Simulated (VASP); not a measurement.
A run of VASP 6.6.1:

File INCAR:

```
PREC     = Accurate       # precision mode
ENCUT    = 520            # plane-wave cutoff, eV
EDIFF    = 1E-6           # SCF threshold, eV
ISMEAR   = 0              # smearing method
SIGMA    = 0.1            # smearing width, eV
LREAL    = False          # projectors in reciprocal space
LASPH    = True           # aspherical terms in the spheres
NELM     = 80             # most SCF steps
ALGO     = Normal         # electronic algorithm
ISIF     = 2              # what is computed and relaxed
LWAVE    = False          # write WAVECAR
LCHARG   = True           # write CHGCAR
GGA      = PE             # functional
LELF     = True           # ELF
LVHAR    = True         
NBANDS   = 32             # bands
```

Contents of KPOINTS:

```
regular mesh
0
Gamma
  6 6 6
```

File POSCAR:

```
InP2
1.0
   -2.0146577894      2.0146577894     10.2136782861
    2.0146577894     -2.0146577894     10.2136782861
    2.0146577894      2.0146577894    -10.2136782861
In P
2 4
Direct
    0.0000000000      0.0000000000      0.0000000000
    0.7500000000      0.2500000000      0.5000000000
    0.8510365822      0.8510365822      0.0000000000
    0.6010365822      0.1010365822      0.5000000000
    0.8989634178      0.3989634178      0.5000000000
    0.1489634178      0.1489634178      0.0000000000
```

Potentials or basis: VASP PAW PBE potentials, release 64 (In_d, P).

Launch:

```console
$ cat potpaw_PBE.64/In_d/POTCAR potpaw_PBE.64/P/POTCAR > POTCAR
$ mpirun -np 1 vasp_std > vasp.out
```

Hardware: 1 thread of Intel(R) Xeon(R) 6975P-C (Granite Rapids), on a shared host.

**Question.** Estimate the wall time of this run.

**Answer.** It took 14 min on 1 thread of Intel(R) Xeon(R) 6975P-C (Granite Rapids) (shared host), peak memory 0.9 GiB. Counts: scf iterations 15, k points 30.
